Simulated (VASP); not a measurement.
The system is HfN.

```
Hf N
1.0
     0.00000    2.25600    2.25600
     2.25600    0.00000    2.25600
     2.25600    2.25600    0.00000
Hf N
1 1
Direct
  0.00000 0.00000 0.00000
  0.50000 0.50000 0.50000
```

```yaml
Program: VASP 6.6.1
Task: relaxation of cell and atoms
Functional: LDA
Potentials_or_basis: VASP PAW LDA potentials, release 64 (Hf_pv, N)
Cutoff: 600 eV
k_mesh: 11 × 11 × 11
Occupations: methfessel-paxton, width 0.05 eV
Spin: no spin polarisation
```

At the start: pressure -9.6 GPa; volume 11.48 Å³/atom.

**Question.** Where does the relaxation end?

**Answer.** Over 4 steps the energy falls by 11.6 meV/atom and the volume is 11.11 Å³/atom (-3.3 %); space group Fm-3m (No. 225, to 0.05 Å).

The path:
| step | energy change (eV) | largest force (eV/Å) | pressure (GPa) | volume (Å³) |
| --- | --- | --- | --- | --- |
| 1 | 0.0000 | 0.0000 | -9.56 | 22.96 |
| 2 | 0.0794 | 0.0000 | 24.07 | 20.76 |
| 3 | -0.0232 | 0.0000 | -0.24 | 22.23 |
| 4 | -0.0232 | 0.0000 | -0.02 | 22.21 |

Final structure:
```cif
data_structure
_symmetry_space_group_name_H-M 'P 1'
_symmetry_Int_Tables_number 1
_cell_length_a 3.1552
_cell_length_b 3.1552
_cell_length_c 3.1552
_cell_angle_alpha 60.000
_cell_angle_beta 60.000
_cell_angle_gamma 60.000
_cell_volume 22.21
loop_
_atom_site_label
_atom_site_type_symbol
_atom_site_fract_x
_atom_site_fract_y
_atom_site_fract_z
_atom_site_occupancy
Hf1 Hf 0.00000 0.00000 0.00000 1
N1 N 0.50000 0.50000 0.50000 1
```
